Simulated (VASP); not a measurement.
Write the native input for VASP 6.6.1 that does the following.

```
Task                   : single point
Functional             : PBE
Potentials or basis    : VASP PAW PBE potentials, release 64 (Cr_sv)
Cutoff                 : 700 eV
k mesh                 : 9 × 9 × 2
Occupations            : gaussian, width 0.1 eV
Spin                   : no spin polarisation
Dipole correction      : no
Further INCAR settings : ALGO = Normal; EDIFF = 1e-06; NBANDS = 36
```

The structure of Cr lies in POSCAR:

```
Cr
1.0
    2.6127777593      0.0000000000      0.0000000000
   -1.3063888796      2.2627319140      0.0000000000
    0.0000000000      0.0000000000      8.2207318052
Cr
4
Direct
    0.3333333333      0.6666666667      0.3773586798
    0.6666666667      0.3333333333      0.8773586798
    0.6666666667      0.3333333333      0.6226413202
    0.3333333333      0.6666666667      0.1226413202
```

This isn't the form of Cr at room conditions, which is bcc.

The input as run:

INCAR

```
SYSTEM = Cr
  PREC = Accurate
  ENCUT = 700
  EDIFF = 1E-6
  ISMEAR = 0
  SIGMA = 0.1
  LREAL = .FALSE.
  LASPH = .TRUE.
  NELM = 120
  ALGO = Normal
  ISIF = 2
  LWAVE = .FALSE.
  LCHARG = .FALSE.
  GGA = PE
  NBANDS = 36
  GGA_COMPAT = .FALSE.
```

KPOINTS

```
Automatic mesh
0
G
  9 9 2
  0 0 0
```

Potentials or basis: VASP PAW PBE potentials, release 64 (Cr_sv).

Command:

```console
$ cat potpaw_PBE.64/Cr_sv/POTCAR > POTCAR
$ mpirun -np 1 vasp_std > vasp.out
```

It gave:

```
Pressure               : -0.8 GPa
Largest force          : 0.026 eV/Å
Band gap on the k mesh : zero (bands 28 and 29 overlap by 0.74 eV)
```

Caveat: the k points lie up to 0.38 Å⁻¹ apart, too coarse for converged energies and pressures of a metal; the run has no spin polarisation, though such a crystal can be magnetic.

Run time: 2.3 min on 1 thread of AMD EPYC 7R43 64-Core Processor (Zen 3), on a shared host, peak memory 0.17 GiB.
